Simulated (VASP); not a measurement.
# In3Se (Pm-3m) in VASP: relaxation of cell and atoms with PBE

Aim: the relaxation of cell and atoms of In3Se with PBE.

Program: VASP 6.6.1. These are calculated values, not measurements. Logs are shortened: lines on timing, memory, paths and dates and some standing lists are left out, and cuts for length are marked.

## 1. The cell of the first run

The structure is cubic, space group Pm-3m (No. 221). Conventional cell: a = 4.806 Å, b = 4.806 Å, c = 4.806 Å, α = 90.00°, β = 90.00°, γ = 90.00°. Within 4.5 Å of In (site symmetry 4/mmm) lie 8 In at 3.40 Å and 4 Se at 3.40 Å. Within 4.5 Å of Se (site symmetry m-3m) lie 12 In at 3.40 Å.

The cell was generated, and may not be a known phase.

## 2. Relaxation of cell and atoms, PBE

File INCAR:

```
SYSTEM = In3Se
ALGO     = Normal         ! electronic algorithm
EDIFF    = 1E-6           ! SCF threshold, eV
EDIFFG   = -0.01          ! ionic threshold
ENCUT    = 600            ! plane-wave cutoff, eV
GGA      = PE             ! functional
IBRION   = 2              ! ionic algorithm
ISIF     = 3              ! what is computed and relaxed
ISMEAR   = 0              ! smearing method
LASPH    = .TRUE.         ! aspherical terms in the spheres
LCHARG   = .FALSE.        ! write CHGCAR
LREAL    = .FALSE.        ! projectors in reciprocal space
LWAVE    = .FALSE.        ! write WAVECAR
NELM     = 60             ! most SCF steps
NSW      = 100            ! ionic steps
PREC     = Accurate       ! precision mode
SIGMA    = 0.1            ! smearing width, eV
```

File KPOINTS:

```
k-points
0
G
  10 10 10
  0 0 0
```

File POSCAR:

```
In3Se
1.0
    4.8060661956      0.0000000000      0.0000000000
    0.0000000000      4.8060661956      0.0000000000
    0.0000000000      0.0000000000      4.8060661956
In Se
3 1
Direct
    0.0000000000      0.5000000000      0.5000000000
    0.5000000000      0.0000000000      0.5000000000
    0.5000000000      0.5000000000      0.0000000000
    0.0000000000      0.0000000000      0.0000000000
```

Potentials or basis: VASP PAW PBE potentials, release 64 (In_d, Se).

Started as:

```
$ cat potpaw_PBE.64/In_d/POTCAR potpaw_PBE.64/Se/POTCAR > POTCAR
$ mpirun -np 1 vasp_std > vasp.out
```

OUTCAR:

```text
SYSTEM = In3Se
   EDIFF = 1E-6
   EDIFFG = -0.01
   ENCUT = 600
   GGA = PE
   IBRION = 2
   ISIF = 3
   ISMEAR = 0
   LASPH = .TRUE.
   LREAL = .FALSE.
   NELM = 60
   NSW = 100
   PREC = Accurate

 ion  position               nearest neighbor table
   1  0.000  0.500  0.500-   2 3.40   3 3.40   4 3.40   3 3.40   4 3.40   2 3.40   4 3.40   4 3.40
                             2 3.40   3 3.40   3 3.40   2 3.40
   2  0.500  0.000  0.500-   1 3.40   3 3.40   4 3.40   3 3.40   4 3.40   1 3.40   3 3.40   3 3.40
                             1 3.40   4 3.40   4 3.40   1 3.40
   3  0.500  0.500  0.000-   1 3.40   2 3.40   4 3.40   1 3.40   2 3.40   2 3.40   4 3.40   2 3.40
                             1 3.40   4 3.40   1 3.40   4 3.40
   4  0.000  0.000  0.000-   1 3.40   2 3.40   3 3.40   1 3.40   2 3.40   1 3.40   3 3.40   1 3.40
                             2 3.40   3 3.40   2 3.40   3 3.40

  LATTYP: Found a simple cubic cell.
 ALAT       =     4.8060661956

  Lattice vectors:

 A1 = (   4.8060661956,   0.0000000000,   0.0000000000)
 A2 = (   0.0000000000,   4.8060661956,   0.0000000000)
 A3 = (   0.0000000000,   0.0000000000,   4.8060661956)

Analysis of symmetry for initial positions (statically):
=====================================================================
 Subroutine PRICEL returns:
 Original cell was already a primitive cell.

 Routine SETGRP: Setting up the symmetry group for a
 simple cubic supercell.

 Subroutine GETGRP returns: Found 48 space group operations
 (whereof 48 operations were pure point group operations)
 out of a pool of 48 trial point group operations.

The static configuration has the point symmetry O_h .

Analysis of symmetry for dynamics (positions and initial velocities):
=====================================================================
 Subroutine PRICEL returns:
 Original cell was already a primitive cell.

 Routine SETGRP: Setting up the symmetry group for a
 simple cubic supercell.

 Subroutine GETGRP returns: Found 48 space group operations
 (whereof 48 operations were pure point group operations)
 out of a pool of 48 trial point group operations.

The dynamic configuration has the point symmetry O_h .

 Subroutine INISYM returns: Found 48 space group operations
 (whereof 48 operations are pure point group operations),
 and found     1 'primitive' translations

----------------------------------------------------------------------------------------

                                     Primitive cell

  volume of cell :     111.0118

  direct lattice vectors                    reciprocal lattice vectors
     4.806066196  0.000000000  0.000000000     0.208070376  0.000000000  0.000000000
     0.000000000  4.806066196  0.000000000     0.000000000  0.208070376  0.000000000
     0.000000000  0.000000000  4.806066196     0.000000000  0.000000000  0.208070376

  length of vectors
     4.806066196  4.806066196  4.806066196     0.208070376  0.208070376  0.208070376

  position of ions in fractional coordinates (direct lattice)
     0.000000000  0.500000000  0.500000000
     0.500000000  0.000000000  0.500000000
     0.500000000  0.500000000  0.000000000
     0.000000000  0.000000000  0.000000000

  ion indices of the primitive-cell ions
   primitive index   ion index
                 1           1
                 2           2
                 3           3
                 4           4

----------------------------------------------------------------------------------------

 KPOINTS: k-points

Automatic generation of k-mesh.
 Grid dimensions read from file:
 generate k-points for:   10   10   10

 Generating k-lattice:

[... 61 lines left out ...]
   EDIFF  = 0.1E-05   stopping-criterion for ELM
   LREAL  =      F    real-space projection
   EDIFFG = -.1E-01   stopping-criterion for IOM
   NSW    =    100    number of steps for IOM
   IBRION =      2    ionic relax: 0-MD 1-quasi-New 2-CG
   NFREE  =      1    steps in history (QN), initial steepest desc. (CG)
   ISIF   =      3    stress and relaxation
   ISYM   =      2    0-nonsym 1-usesym 2-fastsym
   POTIM  = 0.5000    time-step for ionic-motion
   TEBEG  =    0.0;   TEEND  =   0.0 temperature during run
   PSTRESS=    0.0 pullay stress
   NELECT =      45.0000    total number of electrons
   NUPDOWN=      -1.0000    fix difference up-down
   EMIN   =  10.00;   EMAX   =-10.00  energy-range for DOS
   EFERMI =   0.00;   METHOD = LEGACY
   ISMEAR =     0;   SIGMA  =   0.10  broadening in eV -4-tet -1-fermi 0-gaus
   EFERMI_NEDOS =   21; number of points for ismear=-14 and -15
   IALGO  =     38    algorithm
   IMIX   =      4    mixing-type and parameters
     AMIX     =   0.40;   BMIX     =  1.00
     AMIX_MAG =   1.60;   BMIX_MAG =  1.00
  volume/ion in A,a.u.               =      27.75       187.29
  Fermi-wavevector in a.u.,A,eV,Ry     =   1.211591  2.289574 19.972699  1.467952
  Thomas-Fermi vector in A             =   2.347101
   LORBIT       =      0    0 simple, 1 ext, 2 COOP (PROOUT), +10 PAW based schemes
   GGA     = PE    functional components
   LHFCALC =     F    Hartree Fock is set to
   AEXX    =    0.0000 exact exchange contribution
   IVDW    =     0    specifies the selected vdW correction
   LEPSILON=     F    determine dielectric tensor
   LRPA    =     F    only Hartree local field effects (RPA)
 conjugate gradient relaxation of ions
 non-spin polarized calculation
 Gauss-broadening in eV      SIGMA  =   0.10
  energy-cutoff  :      600.00
  volume of cell :      111.01
 maximum number of plane-waves:      3751
 NGX is ok and might be reduce to    40
   NGX = 19   NGY = 19   NGZ = 19

--------------------------------------- Ionic step        1  -------------------------------------------

 number of electron      44.9999997 magnetization

 Free energy of the ion-electron system (eV)
  ---------------------------------------------------
  ext. energy  EPLUGINS =         0.00000000
  ---------------------------------------------------
  free energy    TOTEN  =       -11.68381419 eV

  energy without entropy =      -11.67427034  energy(sigma->0) =      -11.67904226

------------------------ aborting loop because EDIFF is reached ----------------------------------------

  FORCE on cell =-STRESS in cart. coord.  units (eV):
  Direction    XX          YY          ZZ          XY          YZ          ZX
  --------------------------------------------------------------------------------------
  -------------------------------------------------------------------------------------
  Total       -0.2503371     -0.2503371     -0.2503371     -0.0000000     -0.0000000      0.0000000
  in kB       -3.6129884     -3.6129884     -3.6129884     -0.0000000     -0.0000000      0.0000000
  external PRESSURE =      -3.6129884 kB  Pullay stress =       0.0000000 kB

 VOLUME and BASIS-vectors are now :
 -----------------------------------------------------------------------------
  energy-cutoff  :      600.00
  volume of cell :      111.01
      direct lattice vectors                 reciprocal lattice vectors
     4.806066196  0.000000000  0.000000000     0.208070376  0.000000000  0.000000000
     0.000000000  4.806066196  0.000000000     0.000000000  0.208070376  0.000000000
     0.000000000  0.000000000  4.806066196     0.000000000  0.000000000  0.208070376

 POSITION                                       TOTAL-FORCE (eV/Angst)
 -----------------------------------------------------------------------------------
      0.00000      2.40303      2.40303         0.000000      0.000000      0.000000
      2.40303      0.00000      2.40303         0.000000      0.000000      0.000000
      2.40303      2.40303      0.00000         0.000000      0.000000      0.000000
      0.00000      0.00000      0.00000         0.000000      0.000000      0.000000
 -----------------------------------------------------------------------------------
    total drift:                               -0.000000     -0.000000     -0.000000

  FREE ENERGIE OF THE ION-ELECTRON SYSTEM (eV)
  ---------------------------------------------------
  free  energy   TOTEN  =       -11.6838141905 eV

  energy  without entropy=      -11.6742703373  energy(sigma->0) =      -11.67904226

--------------------------------------- Ionic step        2  -------------------------------------------

 number of electron      45.0000006 magnetization

 Free energy of the ion-electron system (eV)
  ---------------------------------------------------
  ext. energy  EPLUGINS =         0.00000000
  ---------------------------------------------------
  free energy    TOTEN  =       -11.68511091 eV

  energy without entropy =      -11.67560885  energy(sigma->0) =      -11.68035988

 E-fermi :   6.0083     XC(G=0):  -9.7754

 val. band max:        5.9887480712   @ k =   0.5000   0.4000   0.1000
 cond. band min:       6.0110777115   @ k =   0.4000   0.2000   0.2000
 fundamental gap:      0.0223296403
 Fermi energy:         6.0083033824

 k-point     1 :       0.0000    0.0000    0.0000
  band No.  band energies     occupation
      1      -8.7663      2.00000
      2      -8.7615      2.00000
      3      -8.7615      2.00000
      4      -8.7615      2.00000
      5      -8.6401      2.00000
      6      -8.6401      2.00000
[... 709 lines left out ...]
     26       8.2923      0.00000
     27       8.9005      0.00000

 [... further k-points ...]
[... 5 lines left out ...]
  --------------------------------------------------------------------------------------
  -------------------------------------------------------------------------------------
  Total       -0.0374362     -0.0374362     -0.0374362     -0.0000000     -0.0000000      0.0000000
  in kB       -0.5452209     -0.5452209     -0.5452209     -0.0000000     -0.0000000      0.0000000
  external PRESSURE =      -0.5452209 kB  Pullay stress =       0.0000000 kB

 VOLUME and BASIS-vectors are now :
 -----------------------------------------------------------------------------
  energy-cutoff  :      600.00
  volume of cell :      110.01
      direct lattice vectors                 reciprocal lattice vectors
     4.791555568  0.000000000  0.000000000     0.208700491  0.000000000  0.000000000
    -0.000000000  4.791555568  0.000000000    -0.000000000  0.208700491  0.000000000
    -0.000000000 -0.000000000  4.791555568    -0.000000000 -0.000000000  0.208700491

 POSITION                                       TOTAL-FORCE (eV/Angst)
 -----------------------------------------------------------------------------------
     -0.00000      2.39578      2.39578         0.000000     -0.000000      0.000000
      2.39578     -0.00000      2.39578         0.000000      0.000000      0.000000
      2.39578      2.39578      0.00000        -0.000000     -0.000000      0.000000
      0.00000      0.00000      0.00000        -0.000000     -0.000000      0.000000
 -----------------------------------------------------------------------------------
    total drift:                               -0.000000     -0.000000     -0.000000

  FREE ENERGIE OF THE ION-ELECTRON SYSTEM (eV)
  ---------------------------------------------------
  free  energy   TOTEN  =       -11.6851109080 eV

  energy  without entropy=      -11.6756088453  energy(sigma->0) =      -11.68035988

 reached required accuracy - stopping structural energy minimisation
```

It took 1.7 min on 1 thread of Intel Xeon 6975P-C (Granite Rapids), shared host; peak memory 0.36 GiB.

Results:

- Free energy: -11.6851 eV
- Relaxed volume: 27.50 Å³/atom
- Relaxed cell: a = 4.792 Å, b = 4.792 Å, c = 4.792 Å, α = 90.00°, β = 90.00°, γ = 90.00°
- Space group after relaxing (to 0.1 Å): Pm-3m (No. 221)
- Energy gained by relaxing: 0.3 meV/atom
- Ionic steps: 2
- Pressure after relaxing: -0.1 GPa
- Band gap on the k mesh: zero (an odd number of electrons rules out a gap without spin polarisation)

Step by step:
```
step  energy change (eV)  largest force (eV/Å)  pressure (GPa)  volume (Å³)
   1              0.0000                0.0000           -0.36       111.01
   2             -0.0013                0.0000           -0.05       110.01
```

Final structure:
```
In Se
1.0
     4.79156    0.00000    0.00000
     0.00000    4.79156    0.00000
     0.00000    0.00000    4.79156
In Se
3 1
Direct
  0.00000 0.50000 0.50000
  0.50000 0.00000 0.50000
  0.50000 0.50000 0.00000
  0.00000 0.00000 0.00000
```

Caveat: spin-orbit coupling is left out, which moves the levels of the heavy elements.

The gap in the log of VASP goes by the Fermi energy; the results here count the filled bands.